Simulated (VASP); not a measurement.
SiC (Moissanite), 4 atoms in the cell. Symmetry: P6_3mc, No. 186, hexagonal system. The conventional cell has a = 3.055 Å, b = 3.055 Å, c = 5.014 Å, α = 90.00°, β = 90.00°, γ = 120.00°. Within 2.5 Å of Si (site symmetry 3m) lie 4 C at 1.86 to 1.93 Å. Within 2.5 Å of C (site symmetry 3m) lie 4 Si at 1.86 to 1.93 Å. 

| Quantity | Value |
| --- | --- |
| Program | VASP 6.6.1 |
| Task | single point |
| Functional | LDA |
| Potentials or basis | VASP PAW LDA potentials, release 64 (Si, C) |
| Cutoff | 520 eV |
| k mesh | 10 × 10 × 5 |
| Occupations | fermi-dirac, width 0.05 eV |
| Spin | no spin polarisation |
| Dipole correction | no |
| Further INCAR settings | ALGO = Normal; EDIFF = 1e-07; NBANDS = 16 |

Potentials or basis: VASP PAW LDA potentials, release 64 (Si, C).

Run with:

```console
$ cat potpaw_LDA.64/Si/POTCAR potpaw_LDA.64/C/POTCAR > POTCAR
$ mpirun -np 1 vasp_std > vasp.out
```

Hardware: 1 thread of Intel(R) Xeon(R) Platinum 8488C (Sapphire Rapids), on a shared host.

Estimate the wall time of this run.

Wall time 17 s on 1 thread of Intel(R) Xeon(R) Platinum 8488C (Sapphire Rapids) (shared host), peak memory 0.14 GiB. Counts: scf iterations 14, k points 42.
